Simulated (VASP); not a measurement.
BP:

```
CELL_PARAMETERS angstrom
0.00000 2.26832 2.29100
2.26832 0.00000 2.29100
2.26832 2.26832 0.00000
ATOMIC_POSITIONS crystal
B 0.00000 0.00000 0.00000
P 0.25000 0.25000 0.25000
```

This cell differs from its parent crystal: uniaxial z strain +1.0%.

Base run:

| Quantity | Value |
| --- | --- |
| Program | VASP 6.6.1 |
| Functional | PBE |
| Potentials or basis | VASP PAW PBE potentials, release 64 (B, P) |
| Cutoff | 520 eV |
| k mesh | 10 × 10 × 10 |
| Occupations | fermi-dirac, width 0.02 eV |
| Spin | no spin polarisation |

Its results: band gap on the k mesh 1.18 eV, indirect (least direct gap 3.34 eV); pressure -0.6 GPa.

Task: The run is repeated on the same cell with these changes: functional from PBE to r2SCAN; occupations from fermi-dirac, width 0.02 eV to gaussian, width 0.01 eV. What comes out?

Result: Band gap on the k mesh 1.38 eV, indirect (least direct gap 3.57 eV); pressure -2.2 GPa.

Caveats: the PAW data sets were made with another functional, which shifts forces and pressure a little (some runs).

A k mesh can miss the band edges.
